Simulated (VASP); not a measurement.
# WC (Qusongite) (P-6m2) in VASP: further runs

Runs on WC (Qusongite). Level: PBE. Tasks: single point.

All numbers are computed with VASP 6.6.1; they aren't measurements. Logs are shortened: lines on timing, memory, paths and dates and some standing lists are left out, and cuts for length are marked.

### Step 1. The cell of the first run

The structure is hexagonal, space group P-6m2 (No. 187). Conventional cell: a = 2.880 Å, b = 2.880 Å, c = 2.811 Å, α = 90.00°, β = 90.00°, γ = 120.00°. W (site symmetry -6m2) has 6 C at 2.18 Å and 8 W at 2.81 to 2.88 Å within 2.9 Å. Within 2.9 Å of C (site symmetry -6m2) lie 6 W at 2.18 Å and 8 C at 2.81 to 2.88 Å.

### Step 2. Single point, PBE

INCAR

```
PREC     = Accurate       # precision mode
ENCUT    = 520            # plane-wave cutoff, eV
EDIFF    = 1E-7           # SCF threshold, eV
ISMEAR   = 1              # smearing method
SIGMA    = 0.1            # smearing width, eV
LREAL    = False          # projectors in reciprocal space
LASPH    = True           # aspherical terms in the spheres
NELM     = 80             # most SCF steps
ALGO     = Normal         # electronic algorithm
ISIF     = 2              # what is computed and relaxed
LWAVE    = False          # write WAVECAR
LCHARG   = False          # write CHGCAR
GGA      = PE             # functional
NBANDS   = 16             # bands
```

KPOINTS

```
regular mesh
0
Gamma
  11 11 10
```

POSCAR

```
WC
1.0
    2.8804313312      0.0000000000      0.0000000000
   -1.4402156656      2.4945267105      0.0000000000
    0.0000000000      0.0000000000      2.8111582708
W C
1 1
Direct
    0.0000000000      0.0000000000      0.0000000000
    0.6666666667      0.3333333333      0.5000000000
```

Potentials or basis: VASP PAW PBE potentials, release 64 (W_sv, C).

The run is started by

```sh
cat potpaw_PBE.64/W_sv/POTCAR potpaw_PBE.64/C/POTCAR > POTCAR
mpirun -np 1 vasp_std > vasp.out
```

OUTCAR:

```text
PREC = Accurate
   ENCUT = 520
   EDIFF = 1E-7
   ISMEAR = 1
   LREAL = False
   LASPH = True
   NELM = 80
   ISIF = 2
   GGA = PE

 ion  position               nearest neighbor table
   1  0.000  0.000  0.000-   2 2.18   2 2.18   2 2.18   2 2.18   2 2.18   2 2.18
   2  0.667  0.333  0.500-   1 2.18   1 2.18   1 2.18   1 2.18   1 2.18   1 2.18

  LATTYP: Found a hexagonal cell.
 ALAT       =     2.8804313312
 C/A-ratio  =     0.9759504559

  Lattice vectors:

 A1 = (   2.8804313312,   0.0000000000,   0.0000000000)
 A2 = (  -1.4402156656,   2.4945267105,   0.0000000000)
 A3 = (   0.0000000000,   0.0000000000,   2.8111582708)

Analysis of symmetry for initial positions (statically):
=====================================================================
 Subroutine PRICEL returns:
 Original cell was already a primitive cell.

 Routine SETGRP: Setting up the symmetry group for a
 hexagonal supercell.

 Subroutine GETGRP returns: Found 12 space group operations
 (whereof 12 operations were pure point group operations)
 out of a pool of 24 trial point group operations.

The static configuration has the point symmetry D_3h.

Analysis of symmetry for dynamics (positions and initial velocities):
=====================================================================
 Subroutine PRICEL returns:
 Original cell was already a primitive cell.

 Routine SETGRP: Setting up the symmetry group for a
 hexagonal supercell.

 Subroutine GETGRP returns: Found 12 space group operations
 (whereof 12 operations were pure point group operations)
 out of a pool of 24 trial point group operations.

The dynamic configuration has the point symmetry D_3h.

 Subroutine INISYM returns: Found 12 space group operations
 (whereof 12 operations are pure point group operations),
 and found     1 'primitive' translations

----------------------------------------------------------------------------------------

                                     Primitive cell

  volume of cell :      20.1991

  direct lattice vectors                    reciprocal lattice vectors
     2.880431331  0.000000000  0.000000000     0.347170227  0.200438824  0.000000000
    -1.440215666  2.494526711  0.000000000     0.000000000  0.400877648  0.000000000
     0.000000000  0.000000000  2.811158271     0.000000000  0.000000000  0.355725258

  length of vectors
     2.880431331  2.880431335  2.811158271     0.400877648  0.400877648  0.355725258

  position of ions in fractional coordinates (direct lattice)
     0.000000000  0.000000000  0.000000000
     0.666666667  0.333333333  0.500000000

  ion indices of the primitive-cell ions
   primitive index   ion index
                 1           1
                 2           2

----------------------------------------------------------------------------------------

 KPOINTS: regular mesh

Automatic generation of k-mesh.
 Grid dimensions read from file:
 generate k-points for:   11   11   10

 Generating k-lattice:

  Cartesian coordinates                     Fractional coordinates (reciprocal lattice)
     0.031560930  0.018221711  0.000000000     0.090909091  0.000000000  0.000000000
     0.000000000  0.036443423  0.000000000     0.000000000  0.090909091  0.000000000
     0.000000000  0.000000000  0.035572526     0.000000000  0.000000000  0.100000000

  Length of vectors
     0.036443423  0.036443423  0.035572526

  Shift w.r.t. Gamma in fractional coordinates (k-lattice)
     0.000000000  0.000000000  0.000000000

 Subroutine IBZKPT returns following result:
 ===========================================

 Found     96 irreducible k-points:

 Following reciprocal coordinates:
            Coordinates               Weight
  0.000000  0.000000  0.000000      1.000000
  0.090909  0.000000  0.000000      6.000000
  0.181818  0.000000  0.000000      6.000000
  0.272727  0.000000  0.000000      6.000000
  0.363636  0.000000  0.000000      6.000000
  0.454545  0.000000  0.000000      6.000000
[... 16 lines left out ...]
  0.090909  0.090909  0.100000     12.000000
  0.181818  0.090909  0.100000     24.000000
 [... further k-points ...]
   k-points           NKPTS =     96   k-points in BZ     NKDIM =     96   number of bands    NBANDS=     16
   number of dos      NEDOS =    301   number of ions     NIONS =      2
   total plane-waves  NPLWV =  13824
   dimension x,y,z NGX =    24 NGY =   24 NGZ =   24
   dimension x,y,z NGXF=    48 NGYF=   48 NGZF=   48
   ions per type =               1   1
   NGX,Y,Z   is equivalent  to a cutoff of  13.85, 13.85, 14.19 a.u.
   NGXF,Y,Z  is equivalent  to a cutoff of  27.70, 27.70, 28.39 a.u.
 SYSTEM =  unknown system
   PREC   = accura    normal or accurate (medium, high low for compatibility)
   ISTART =      0    job   : 0-new  1-cont  2-samecut
   ICHARG =      2    charge: 1-file 2-atom 10-const
   ISPIN  =      1    spin polarized calculation?
   LNONCOLLINEAR =      F non collinear calculations
   LSORBIT =      F    spin-orbit coupling
   LASPH  =      T    aspherical Exc in radial PAW
   ENCUT  =  520.0 eV  38.22 Ry    6.18 a.u.   5.36  5.36  5.23*2*pi/ulx,y,z
   NELM   =     80;   NELMIN=  2; NELMDL= -5     # of ELM steps
   EDIFF  = 0.1E-06   stopping-criterion for ELM
   LREAL  =      F    real-space projection
   EDIFFG = 0.1E-05   stopping-criterion for IOM
   NSW    =      0    number of steps for IOM
   IBRION =     -1    ionic relax: 0-MD 1-quasi-New 2-CG
   NFREE  =      0    steps in history (QN), initial steepest desc. (CG)
   ISIF   =      2    stress and relaxation
   ISYM   =      2    0-nonsym 1-usesym 2-fastsym
   POTIM  = 0.5000    time-step for ionic-motion
   TEBEG  =    0.0;   TEEND  =   0.0 temperature during run
   PSTRESS=    0.0 pullay stress
   NELECT =      18.0000    total number of electrons
   NUPDOWN=      -1.0000    fix difference up-down
   EMIN   =  10.00;   EMAX   =-10.00  energy-range for DOS
   EFERMI =   0.00;   METHOD = LEGACY
   ISMEAR =     1;   SIGMA  =   0.10  broadening in eV -4-tet -1-fermi 0-gaus
   EFERMI_NEDOS =   21; number of points for ismear=-14 and -15
   IALGO  =     38    algorithm
   IMIX   =      4    mixing-type and parameters
     AMIX     =   0.40;   BMIX     =  1.00
     AMIX_MAG =   1.60;   BMIX_MAG =  1.00
  volume/ion in A,a.u.               =      10.10        68.15
  Fermi-wavevector in a.u.,A,eV,Ry     =   1.575392  2.977059 33.767760  2.481860
  Thomas-Fermi vector in A             =   2.676383
   LORBIT       =      0    0 simple, 1 ext, 2 COOP (PROOUT), +10 PAW based schemes
   GGA     = PE    functional components
   LHFCALC =     F    Hartree Fock is set to
   AEXX    =    0.0000 exact exchange contribution
   IVDW    =     0    specifies the selected vdW correction
   LEPSILON=     F    determine dielectric tensor
   LRPA    =     F    only Hartree local field effects (RPA)
 non-spin polarized calculation
 Methfessel and Paxton  Order N= 1 SIGMA  =   0.10
  energy-cutoff  :      520.00
  volume of cell :       20.20
 maximum number of plane-waves:       559
 NGX is ok and might be reduce to    24
   NGX = 11   NGY = 11   NGZ = 11

 number of electron      18.0000000 magnetization

 Free energy of the ion-electron system (eV)
  ---------------------------------------------------
  ext. energy  EPLUGINS =         0.00000000
  ---------------------------------------------------
  free energy    TOTEN  =       -22.39905534 eV

  energy without entropy =      -22.39922466  energy(sigma->0) =      -22.39911178

 E-fermi :  11.5357     XC(G=0): -13.9517

 val. band max:       11.5083510027   @ k =   0.2727   0.2727   0.0000
 cond. band min:      11.5474186718   @ k =   0.0000   0.0000   0.1000
 fundamental gap:      0.0390676691
 Fermi energy:        11.5357185702

 k-point     1 :       0.0000    0.0000    0.0000
  band No.  band energies     occupation
      1     -62.4838      2.00000
      2     -26.4630      2.00000
      3     -26.3517      2.00000
      4     -26.3517      2.00000
      5      -3.1893      2.00000
      6       6.9977      2.00000
[... 8 lines left out ...]
     15      26.0918      0.00000
     16      28.4560      0.00000

 k-point     2 :       0.0909    0.0000    0.0000
  band No.  band energies     occupation
      1     -62.4786      2.00000
      2     -26.4533      2.00000
      3     -26.4270      2.00000
      4     -26.3687      2.00000
      5      -2.9653      2.00000
      6       7.0448      2.00000
[... 8 lines left out ...]
     15      25.6622      0.00000
     16      28.9241      0.00000

 k-point     3 :       0.1818    0.0000    0.0000
  band No.  band energies     occupation
      1     -62.4646      2.00000
      2     -26.6250      2.00000
      3     -26.4272      2.00000
      4     -26.4138      2.00000
      5      -2.3413      2.00000
      6       6.4938      2.00000
[... 8 lines left out ...]
     15      25.3564      0.00000
     16      30.1899      0.00000

 k-point     4 :       0.2727    0.0000    0.0000
  band No.  band energies     occupation
      1     -62.4461      2.00000
      2     -26.8761      2.00000
      3     -26.4724      2.00000
      4     -26.3927      2.00000
      5      -1.4522      2.00000
      6       5.5778      2.00000
[... 8 lines left out ...]
     15      25.9843      0.00000
     16      29.8025      0.00000

 k-point     5 :       0.3636    0.0000    0.0000
  band No.  band energies     occupation
      1     -62.4291      2.00000
      2     -27.0993      2.00000
      3     -26.5255      2.00000
      4     -26.3608      2.00000
      5      -0.5139      2.00000
      6       4.8169      2.00000
[... 8 lines left out ...]
     15      26.5198      0.00000
     16      28.4504      0.00000

 k-point     6 :       0.4545    0.0000    0.0000
  band No.  band energies     occupation
      1     -62.4189      2.00000
      2     -27.2289      2.00000
      3     -26.5569      2.00000
      4     -26.3418      2.00000
      5       0.1444      2.00000
      6       4.3722      2.00000
[... 8 lines left out ...]
     15      24.8949      0.00000
     16      29.7165      0.00000

 k-point     7 :       0.0909    0.0909    0.0000
  band No.  band energies     occupation
      1     -62.4690      2.00000
      2     -26.5590      2.00000
      3     -26.4354      2.00000
      4     -26.4044      2.00000
      5      -2.5404      2.00000
      6       6.7357      2.00000
[... 8 lines left out ...]
     15      25.3876      0.00000
     16      29.6325      0.00000

 k-point     8 :       0.1818    0.0909    0.0000
  band No.  band energies     occupation
      1     -62.4527      2.00000
      2     -26.7719      2.00000
      3     -26.4677      2.00000
      4     -26.4050      2.00000
      5      -1.7770      2.00000
      6       5.9350      2.00000
[... 8 lines left out ...]
     15      25.6047      0.00000
     16      29.9379      0.00000

 k-point     9 :       0.2727    0.0909    0.0000
  band No.  band energies     occupation
      1     -62.4350      2.00000
      2     -26.9960      2.00000
      3     -26.5365      2.00000
      4     -26.3719      2.00000
      5      -0.8414      2.00000
      6       5.1429      2.00000
[... 8 lines left out ...]
     15      26.6953      0.00000
     16      28.6552      0.00000
[... 172 lines left out ...]
 k-point    19 :       0.1818    0.0000    0.1000
  band No.  band energies     occupation
      1     -62.4602      2.00000
      2     -26.6174      2.00000
      3     -26.5062      2.00000
      4     -26.4064      2.00000
      5      -2.1208      2.00000
      6       6.5976      2.00000
[... 8 lines left out ...]
     15      25.1311      0.00000
     16      30.0024      0.00000

 k-point    20 :       0.2727    0.0000    0.1000
  band No.  band energies     occupation
      1     -62.4418      2.00000
      2     -26.8664      2.00000
      3     -26.4704      2.00000
      4     -26.4645      2.00000
      5      -1.2759      2.00000
      6       5.6444      2.00000
[... 8 lines left out ...]
     15      25.4961      0.00000
     16      29.3311      0.00000

 k-point    21 :       0.3636    0.0000    0.1000
  band No.  band energies     occupation
      1     -62.4248      2.00000
      2     -27.0883      2.00000
      3     -26.5174      2.00000
      4     -26.4369      2.00000
      5      -0.3946      2.00000
      6       4.8098      2.00000
[... 8 lines left out ...]
     15      25.9509      0.00000
     16      28.4860      0.00000

 k-point    22 :       0.4545    0.0000    0.1000
  band No.  band energies     occupation
      1     -62.4147      2.00000
      2     -27.2171      2.00000
      3     -26.5486      2.00000
      4     -26.4168      2.00000
      5       0.2199      2.00000
      6       4.2953      2.00000
[... 8 lines left out ...]
     15      24.8684      0.00000
     16      29.5253      0.00000

 k-point    23 :       0.0909    0.0909    0.1000
  band No.  band energies     occupation
      1     -62.4646      2.00000
      2     -26.5534      2.00000
      3     -26.5132      2.00000
      4     -26.3970      2.00000
      5      -2.3114      2.00000
      6       6.8520      2.00000
[... 8 lines left out ...]
     15      25.2498      0.00000
     16      29.3101      0.00000

 k-point    24 :       0.1818    0.0909    0.1000
  band No.  band energies     occupation
      1     -62.4484      2.00000
      2     -26.7629      2.00000
      3     -26.4833      2.00000
      4     -26.4599      2.00000
      5      -1.5836      2.00000
      6       6.0673      2.00000
[... 8 lines left out ...]
     15      25.1970      0.00000
     16      29.5721      0.00000

 [... further k-points ...]
[... 5 lines left out ...]
  --------------------------------------------------------------------------------------
  -------------------------------------------------------------------------------------
  Total        2.2856293      2.2856293      2.5116530      0.0000000      0.0000000      0.0000000
  in kB      181.2948182    181.2948188    199.2228898      0.0000000      0.0000000      0.0000000
  external PRESSURE =     187.2708423 kB  Pullay stress =       0.0000000 kB

 VOLUME and BASIS-vectors are now :
 -----------------------------------------------------------------------------
  energy-cutoff  :      520.00
  volume of cell :       20.20
      direct lattice vectors                 reciprocal lattice vectors
     2.880431331  0.000000000  0.000000000     0.347170227  0.200438824  0.000000000
    -1.440215666  2.494526711  0.000000000     0.000000000  0.400877648  0.000000000
     0.000000000  0.000000000  2.811158271     0.000000000  0.000000000  0.355725258

 POSITION                                       TOTAL-FORCE (eV/Angst)
 -----------------------------------------------------------------------------------
      0.00000      0.00000      0.00000        -0.000000      0.000000      0.000000
      1.44022      0.83151      1.40558         0.000000     -0.000000      0.000000
 -----------------------------------------------------------------------------------
    total drift:                                0.000000      0.000000      0.000000

  FREE ENERGIE OF THE ION-ELECTRON SYSTEM (eV)
  ---------------------------------------------------
  free  energy   TOTEN  =       -22.3990553394 eV

  energy  without entropy=      -22.3992246563  energy(sigma->0) =      -22.39911178
```

Run time: 11 s. Hardware: 1 thread of Intel Xeon 6975P-C (Granite Rapids), shared host; peak memory 0.16 GiB.

What came out:

* Free energy: -22.3991 eV
* Pressure: 18.7 GPa
* Band gap on the k mesh: zero (band 9 reaches 12.11 eV, above the bottom of band 10 at 10.85 eV)

Caveat: spin-orbit coupling is left out, which moves the levels of the heavy elements.

### Step 3. Single point, PBE

This run uses another cell than the first one, of 10.38 Å³/atom, 1.027 times its volume.

INCAR

```
SYSTEM = WC
PREC     = Accurate       ! precision mode
ENCUT    = 520            ! plane-wave cutoff, eV
EDIFF    = 1E-6           ! SCF threshold, eV
ISMEAR   = 1              ! smearing method
SIGMA    = 0.1            ! smearing width, eV
LREAL    = .FALSE.        ! projectors in reciprocal space
LASPH    = .TRUE.         ! aspherical terms in the spheres
NELM     = 60             ! most SCF steps
ALGO     = Normal         ! electronic algorithm
ISIF     = 2              ! what is computed and relaxed
LWAVE    = .FALSE.        ! write WAVECAR
LCHARG   = .TRUE.         ! write CHGCAR
GGA      = PE             ! functional
LELF     = .TRUE.         ! ELF
LVHAR    = .TRUE.       
NBANDS   = 16             ! bands
```

KPOINTS

```
regular mesh
0
G
  11 11 10
  0 0 0
```

POSCAR

```
WC
1.0
    2.9065000000      0.0000000000      0.0000000000
   -1.4532500000      2.5171028400      0.0000000000
    0.0000000000      0.0000000000      2.8366000000
W C
1 1
Direct
    0.0000000000      0.0000000000      0.0000000000
    0.6666666667      0.3333333333      0.5000000000
```

Potentials or basis: VASP PAW PBE potentials, release 64 (W_sv, C).

The run is started by

```sh
cat potpaw_PBE.64/W_sv/POTCAR potpaw_PBE.64/C/POTCAR > POTCAR
mpirun -np 1 vasp_std > vasp.out
```

OUTCAR:

```text
SYSTEM = WC
   PREC = Accurate
   ENCUT = 520
   EDIFF = 1E-6
   ISMEAR = 1
   LREAL = .FALSE.
   LASPH = .TRUE.
   NELM = 60
   ISIF = 2
   GGA = PE

 ion  position               nearest neighbor table
   1  0.000  0.000  0.000-   2 2.20   2 2.20   2 2.20   2 2.20   2 2.20   2 2.20
   2  0.667  0.333  0.500-   1 2.20   1 2.20   1 2.20   1 2.20   1 2.20   1 2.20

  LATTYP: Found a hexagonal cell.
 ALAT       =     2.9065000000
 C/A-ratio  =     0.9759504559

  Lattice vectors:

 A1 = (   2.9065000000,   0.0000000000,   0.0000000000)
 A2 = (  -1.4532500000,   2.5171028400,   0.0000000000)
[... 627 lines left out ...]
      5      -1.8195      2.00000
      6       5.8246      2.00000
[... 8 lines left out ...]
     15      24.6306      0.00000
     16      28.8831      0.00000

 [... further k-points ...]
[... 5 lines left out ...]
  --------------------------------------------------------------------------------------
  -------------------------------------------------------------------------------------
  Total        0.8806608      0.8806608      0.8908741      0.0000000      0.0000000      0.0000000
  in kB       67.9907571     67.9907573     68.7792668      0.0000000      0.0000000      0.0000000
  external PRESSURE =      68.2535937 kB  Pullay stress =       0.0000000 kB

 VOLUME and BASIS-vectors are now :
 -----------------------------------------------------------------------------
  energy-cutoff  :      520.00
  volume of cell :       20.75
      direct lattice vectors                 reciprocal lattice vectors
     2.906500000  0.000000000  0.000000000     0.344056425  0.198641069  0.000000000
    -1.453250000  2.517102840  0.000000000     0.000000000  0.397282139  0.000000000
     0.000000000  0.000000000  2.836600000     0.000000000  0.000000000  0.352534725

 POSITION                                       TOTAL-FORCE (eV/Angst)
 -----------------------------------------------------------------------------------
      0.00000      0.00000      0.00000         0.000000      0.000000      0.000000
      1.45325      0.83903      1.41830        -0.000000     -0.000000      0.000000
 -----------------------------------------------------------------------------------
    total drift:                                0.000000      0.000000      0.000000

  FREE ENERGIE OF THE ION-ELECTRON SYSTEM (eV)
  ---------------------------------------------------
  free  energy   TOTEN  =       -22.4430412760 eV

  energy  without entropy=      -22.4431632666  energy(sigma->0) =      -22.44308194
```

It took 11 s on 1 thread of Intel Xeon 6975P-C (Granite Rapids), shared host; peak memory 0.16 GiB.

What came out:

```
Free energy            : -22.4430 eV
Pressure               : 6.8 GPa
Band gap on the k mesh : zero (band 9 reaches 11.72 eV, above the bottom of band 10 at 10.49 eV)
```

Stress tensor (GPa, compression positive):
```
6.80 0.00 0.00
0.00 6.80 0.00
0.00 0.00 6.88
```

Caveat: spin-orbit coupling is left out, which moves the levels of the heavy elements.
